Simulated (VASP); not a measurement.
# Cd3S5 (P1) in VASP: single point with PBE

Aim: the single point of Cd3S5 with PBE.

Program: VASP 6.6.1. These are calculated values, not measurements. Logs are shortened: lines on timing, memory, paths and dates and some standing lists are left out, and cuts for length are marked.

**1. The cell of the first run**

The typed cell holds 8 atoms: a = 5.039 Å, b = 6.970 Å, c = 7.030 Å, α = 60.72°, β = 76.51°, γ = 91.32°.

**2. Single point, PBE**

Contents of INCAR:

```
PREC = Accurate
ENCUT = 520
EDIFF = 1E-7
ISMEAR = 0
SIGMA = 0.02
LREAL = False
LASPH = True
NELM = 80
ALGO = Normal
ISIF = 2
LWAVE = False
LCHARG = False
GGA = PE
NBANDS = 43
```

Contents of KPOINTS:

```
regular mesh
0
Gamma
  6 6 6
```

Contents of POSCAR:

```
Cd3S5
1.0
    5.0380290905     -0.0795309203      0.0336390062
   -0.0506235827      6.9699716099      0.0325802583
    1.6542208615      3.4228280917      5.9139473576
Cd S
3 5
Direct
    0.4825873041      0.3373112163      0.0018402315
    0.4429897058      0.6519567510      0.3441134232
    0.5150165605      0.9897988481      0.6660478167
    0.1555564239      0.3119864129      0.3658956544
    0.7706291925      0.3623989992      0.2973251775
    0.8134597842      0.6835845793      0.6289178603
    0.1926482821      0.6544972495      0.7121300820
    0.6271127470      0.0084659437      0.9837297544
```

Potentials or basis: VASP PAW PBE potentials, release 64 (Cd, S).

Run with:

```
$ cat potpaw_PBE.64/Cd/POTCAR potpaw_PBE.64/S/POTCAR > POTCAR
$ mpirun -np 1 vasp_std > vasp.out
```

OUTCAR:

```text
PREC = Accurate
   ENCUT = 520
   EDIFF = 1E-7
   ISMEAR = 0
   LREAL = False
   LASPH = True
   NELM = 80
   ISIF = 2
   GGA = PE

 ion  position               nearest neighbor table
   1  0.483  0.337  0.002-   8 2.47   4 2.62   6 2.66   5 2.86   7 2.88
   2  0.443  0.652  0.344-   8 2.47   7 2.61   4 2.67   5 2.73   6 3.11
   3  0.515  0.990  0.666-   8 2.49   5 2.61   7 2.65   6 2.72   4 3.18
   4  0.156  0.312  0.366-   5 2.10   1 2.62   2 2.67   3 3.18
   5  0.771  0.362  0.297-   4 2.10   3 2.61   2 2.73   1 2.86
   6  0.813  0.684  0.629-   7 2.11   1 2.66   3 2.72   2 3.11
   7  0.193  0.654  0.712-   6 2.11   2 2.61   3 2.65   1 2.88
   8  0.627  0.008  0.984-   2 2.47   1 2.47   3 2.49

  LATTYP: Found a triclinic cell.
 ALAT       =     5.0387690825
 B/A-ratio  =     1.9201198384
 C/A-ratio  =     1.5152702319
 COS(alpha) =     0.0099695187
 COS(beta)  =     0.4452248287
 COS(gamma) =     0.7068306116

  Lattice vectors:

 A1 = (   5.0380290905,  -0.0795309203,   0.0336390062)
 A2 = (   6.7428735347,  -3.6266744385,   5.9150061055)
 A3 = (   3.3838082290,  -3.5023590120,  -5.8803083514)

Analysis of symmetry for initial positions (statically):
=====================================================================
 Subroutine PRICEL returns:
 Original cell was already a primitive cell.

 Routine SETGRP: Setting up the symmetry group for a
 triclinic supercell.

 Subroutine GETGRP returns: Found  1 space group operations
 (whereof  1 operations were pure point group operations)
 out of a pool of  2 trial point group operations.

The static configuration has the point symmetry C_1 .

Analysis of symmetry for dynamics (positions and initial velocities):
=====================================================================
 Subroutine PRICEL returns:
 Original cell was already a primitive cell.

 Routine SETGRP: Setting up the symmetry group for a
 triclinic supercell.

 Subroutine GETGRP returns: Found  1 space group operations
 (whereof  1 operations were pure point group operations)
 out of a pool of  2 trial point group operations.

The dynamic configuration has the point symmetry C_1 .

 Subroutine INISYM returns: Found  1 space group operations
 (whereof  1 operations are pure point group operations),
 and found     1 'primitive' translations

----------------------------------------------------------------------------------------

                                     Primitive cell

  volume of cell :     206.6842

  direct lattice vectors                    reciprocal lattice vectors
     5.038029091 -0.079530920  0.033639006     0.198895377  0.001709275 -0.056623337
    -0.050623583  6.969971610  0.032580258     0.002832738  0.143886155 -0.084069661
     1.654220862  3.422828092  5.913947358    -0.001146939 -0.000802399  0.169877022

  length of vectors
     5.038769082  6.970231593  7.030431861     0.206805451  0.166670207  0.169882789

  position of ions in fractional coordinates (direct lattice)
     0.482587304  0.337311216  0.001840231
     0.442989706  0.651956751  0.344113423
     0.515016561  0.989798848  0.666047817
     0.155556424  0.311986413  0.365895654
     0.770629193  0.362398999  0.297325177
     0.813459784  0.683584579  0.628917860
     0.192648282  0.654497249  0.712130082
     0.627112747  0.008465944  0.983729754

  ion indices of the primitive-cell ions
   primitive index   ion index
                 1           1
                 2           2
                 3           3
                 4           4
                 5           5
                 6           6
                 7           7
                 8           8

----------------------------------------------------------------------------------------

 KPOINTS: regular mesh

Automatic generation of k-mesh.
 Grid dimensions read from file:
 generate k-points for:    6    6    6

 Generating k-lattice:

  Cartesian coordinates                     Fractional coordinates (reciprocal lattice)
     0.033149229  0.000284879 -0.009437223     0.166666667 -0.000000000  0.000000000
     0.000472123  0.023981026 -0.014011610     0.000000000  0.166666667 -0.000000000
    -0.000191156 -0.000133733  0.028312837     0.000000000  0.000000000  0.166666667

  Length of vectors
     0.034467575  0.027778368  0.028313798

  Shift w.r.t. Gamma in fractional coordinates (k-lattice)
     0.000000000  0.000000000  0.000000000

 Subroutine IBZKPT returns following result:
 ===========================================

 Found    112 irreducible k-points:

 Following reciprocal coordinates:
            Coordinates               Weight
  0.000000  0.000000  0.000000      1.000000
  0.166667  0.000000  0.000000      2.000000
  0.333333 -0.000000 -0.000000      2.000000
  0.500000  0.000000  0.000000      1.000000
 -0.000000  0.166667  0.000000      2.000000
  0.166667  0.166667  0.000000      2.000000
[... 16 lines left out ...]
  0.333333  0.000000  0.166667      2.000000
  0.500000  0.000000  0.166667      2.000000
 [... further k-points ...]
   k-points           NKPTS =    112   k-points in BZ     NKDIM =    112   number of bands    NBANDS=     43
   number of dos      NEDOS =    301   number of ions     NIONS =      8
   total plane-waves  NPLWV = 116640
   dimension x,y,z NGX =    40 NGY =   54 NGZ =   54
   dimension x,y,z NGXF=    80 NGYF=  108 NGZF=  108
   ions per type =               3   5
   NGX,Y,Z   is equivalent  to a cutoff of  13.20, 12.88, 12.77 a.u.
   NGXF,Y,Z  is equivalent  to a cutoff of  26.39, 25.76, 25.54 a.u.
 SYSTEM =  unknown system
   PREC   = accura    normal or accurate (medium, high low for compatibility)
   ISTART =      0    job   : 0-new  1-cont  2-samecut
   ICHARG =      2    charge: 1-file 2-atom 10-const
   ISPIN  =      1    spin polarized calculation?
   LNONCOLLINEAR =      F non collinear calculations
   LSORBIT =      F    spin-orbit coupling
   LASPH  =      T    aspherical Exc in radial PAW
   ENCUT  =  520.0 eV  38.22 Ry    6.18 a.u.   9.37 12.96 13.07*2*pi/ulx,y,z
   NELM   =     80;   NELMIN=  2; NELMDL= -5     # of ELM steps
   EDIFF  = 0.1E-06   stopping-criterion for ELM
   LREAL  =      F    real-space projection
   EDIFFG = 0.1E-05   stopping-criterion for IOM
   NSW    =      0    number of steps for IOM
   IBRION =     -1    ionic relax: 0-MD 1-quasi-New 2-CG
   NFREE  =      0    steps in history (QN), initial steepest desc. (CG)
   ISIF   =      2    stress and relaxation
   ISYM   =      2    0-nonsym 1-usesym 2-fastsym
   POTIM  = 0.5000    time-step for ionic-motion
   TEBEG  =    0.0;   TEEND  =   0.0 temperature during run
   PSTRESS=    0.0 pullay stress
   NELECT =      66.0000    total number of electrons
   NUPDOWN=      -1.0000    fix difference up-down
   EMIN   =  10.00;   EMAX   =-10.00  energy-range for DOS
   EFERMI =   0.00;   METHOD = LEGACY
   ISMEAR =     0;   SIGMA  =   0.02  broadening in eV -4-tet -1-fermi 0-gaus
   EFERMI_NEDOS =   21; number of points for ismear=-14 and -15
   IALGO  =     38    algorithm
   IMIX   =      4    mixing-type and parameters
     AMIX     =   0.40;   BMIX     =  1.00
     AMIX_MAG =   1.60;   BMIX_MAG =  1.00
  volume/ion in A,a.u.               =      25.84       174.35
  Fermi-wavevector in a.u.,A,eV,Ry     =   1.118975  2.114556 17.035924  1.252105
  Thomas-Fermi vector in A             =   2.255610
   LORBIT       =      0    0 simple, 1 ext, 2 COOP (PROOUT), +10 PAW based schemes
   GGA     = PE    functional components
   LHFCALC =     F    Hartree Fock is set to
   AEXX    =    0.0000 exact exchange contribution
   IVDW    =     0    specifies the selected vdW correction
   LEPSILON=     F    determine dielectric tensor
   LRPA    =     F    only Hartree local field effects (RPA)
 non-spin polarized calculation
 Gauss-broadening in eV      SIGMA  =   0.02
  energy-cutoff  :      520.00
  volume of cell :      206.68
 maximum number of plane-waves:      5592
 NGX is ok and might be reduce to    40
   NGX = 19   NGY = 25   NGZ = 27

 number of electron      65.9999999 magnetization

 Free energy of the ion-electron system (eV)
  ---------------------------------------------------
  ext. energy  EPLUGINS =         0.00000000
  ---------------------------------------------------
  free energy    TOTEN  =       -24.93251467 eV

  energy without entropy =      -24.93251467  energy(sigma->0) =      -24.93251467

 E-fermi :   1.6733     XC(G=0):  -8.7691

 val. band max:        1.5579244068   @ k =   0.0000   0.1667   0.1667
 cond. band min:       2.2892353672   @ k =   0.5000   0.0000   0.0000
 fundamental gap:      0.7313109603
 Fermi energy:         1.6732862202

 k-point     1 :       0.0000    0.0000    0.0000
  band No.  band energies     occupation
      1     -13.0711      2.00000
      2     -12.7742      2.00000
      3     -10.3010      2.00000
      4      -8.8563      2.00000
      5      -8.7291      2.00000
      6      -6.5431      2.00000
[... 35 lines left out ...]
     42       7.8951      0.00000
     43       8.0669      0.00000

 k-point     2 :       0.1667    0.0000    0.0000
  band No.  band energies     occupation
      1     -12.9878      2.00000
      2     -12.7120      2.00000
      3     -10.3035      2.00000
      4      -9.1273      2.00000
      5      -9.1074      2.00000
      6      -6.5206      2.00000
[... 35 lines left out ...]
     42       7.8873      0.00000
     43       8.0364      0.00000

 k-point     3 :       0.3333   -0.0000   -0.0000
  band No.  band energies     occupation
      1     -12.7913      2.00000
      2     -12.5712      2.00000
      3     -10.3275      2.00000
      4      -9.7318      2.00000
      5      -9.6035      2.00000
      6      -6.5105      2.00000
[... 919 lines left out ...]
      6      -6.4972      2.00000
[... 35 lines left out ...]
     42       7.9949      0.00000
     43       8.0373      0.00000

 k-point    24 :       0.5000    0.0000    0.1667
  band No.  band energies     occupation
      1     -12.6601      2.00000
      2     -12.5028      2.00000
      3     -10.3614      2.00000
      4      -9.9837      2.00000
      5      -9.8401      2.00000
      6      -6.5011      2.00000
[... 35 lines left out ...]
     42       8.0648      0.00000
     43       8.1797      0.00000

 [... further k-points ...]

------------------------ aborting loop because EDIFF is reached ----------------------------------------

  FORCE on cell =-STRESS in cart. coord.  units (eV):
  Direction    XX          YY          ZZ          XY          YZ          ZX
  --------------------------------------------------------------------------------------
  -------------------------------------------------------------------------------------
  Total       -0.1768981      0.3085390      0.2772180      0.0117561     -0.0027110     -0.0800673
  in kB       -1.3712813      2.3917369      2.1489420      0.0911313     -0.0210148     -0.6206666
  external PRESSURE =       1.0564659 kB  Pullay stress =       0.0000000 kB

 VOLUME and BASIS-vectors are now :
 -----------------------------------------------------------------------------
  energy-cutoff  :      520.00
  volume of cell :      206.68
      direct lattice vectors                 reciprocal lattice vectors
     5.038029091 -0.079530920  0.033639006     0.198895377  0.001709275 -0.056623337
    -0.050623583  6.969971610  0.032580258     0.002832738  0.143886155 -0.084069661
     1.654220862  3.422828092  5.913947358    -0.001146939 -0.000802399  0.169877022

 POSITION                                       TOTAL-FORCE (eV/Angst)
 -----------------------------------------------------------------------------------
      2.41726      2.31897      0.03811        -0.009008      0.006487      0.002400
      2.76803      5.68673      2.07121        -0.006720     -0.002369      0.011891
      3.64635      9.13768      3.98854        -0.011695      0.001699     -0.007426
      1.37318      3.41456      2.17928        -0.122430      0.001584     -0.004747
      4.35595      3.48231      1.79610         0.124243     -0.006456      0.007479
      5.10400      6.85255      3.76902         0.113609     -0.001325      0.008032
      2.11546      6.98400      4.23930        -0.120343     -0.002173     -0.008270
      4.78629      3.37627      5.83910         0.032345      0.002552     -0.009358
 -----------------------------------------------------------------------------------
    total drift:                                0.000910      0.000140      0.000151

  FREE ENERGIE OF THE ION-ELECTRON SYSTEM (eV)
  ---------------------------------------------------
  free  energy   TOTEN  =       -24.9325146667 eV

  energy  without entropy=      -24.9325146667  energy(sigma->0) =      -24.93251467
```

Wall time 27 min (1 thread of Oxide Virtual Turin-like, shared host); peak memory 0.81 GiB.

Results:

| Quantity | Value |
| --- | --- |
| Free energy | -24.9325 eV |
| Pressure | 0.1 GPa |
| Largest force | 0.125 eV/Å |
| Band gap on the k mesh | 0.73 eV (least direct gap 1.06 eV) |

Forces in eV/Å, atoms in the order of the input:
```
Cd  -0.009  0.006  0.002
Cd  -0.007 -0.002  0.012
Cd  -0.012  0.002 -0.007
S   -0.122  0.002 -0.005
S    0.124 -0.006  0.007
S    0.114 -0.001  0.008
S   -0.120 -0.002 -0.008
S    0.032  0.003 -0.009
```

Stress tensor (GPa, compression positive):
```
-0.14  0.01 -0.06
 0.01  0.24  0.00
-0.06  0.00  0.21
```

A k mesh can miss the band edges.
